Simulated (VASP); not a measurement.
Crystal: HfRu3.

```
Hf Ru
1.0
     3.95577    0.00000    0.00000
     0.00000    3.95577    0.00000
     0.00000    0.00000    3.95577
Hf Ru
1 3
Direct
  0.00000 0.00000 0.00000
  0.50000 0.50000 0.00000
  0.50000 0.00000 0.50000
  0.00000 0.50000 0.50000
```

Base run:

```yaml
Program: VASP 6.6.1
Functional: r2SCAN
Potentials_or_basis: VASP PAW PBE potentials, release 64 (Hf_pv, Ru_pv)
Cutoff: 520 eV
k_mesh: 6 × 6 × 6
Occupations: gaussian, width 0.15 eV
Spin: no spin polarisation
```

Its results: band gap on the k mesh zero (band 26 reaches 11.83 eV, above the bottom of band 27 at 8.75 eV); pressure -6.2 GPa.

Q: The run is repeated on the same cell with these changes: functional from r2SCAN to LDA; potentials or basis from VASP PAW PBE potentials, release 64 (Hf_pv, Ru_pv) to VASP PAW LDA potentials, release 64 (Hf_pv, Ru_pv). What comes out?

A: Band gap on the k mesh zero (band 26 reaches 11.68 eV, above the bottom of band 27 at 8.72 eV); pressure -15.0 GPa.

Caveats: spin-orbit coupling is left out, which moves the levels of the heavy elements; the PAW data sets were made with another functional, which shifts forces and pressure a little (some runs).
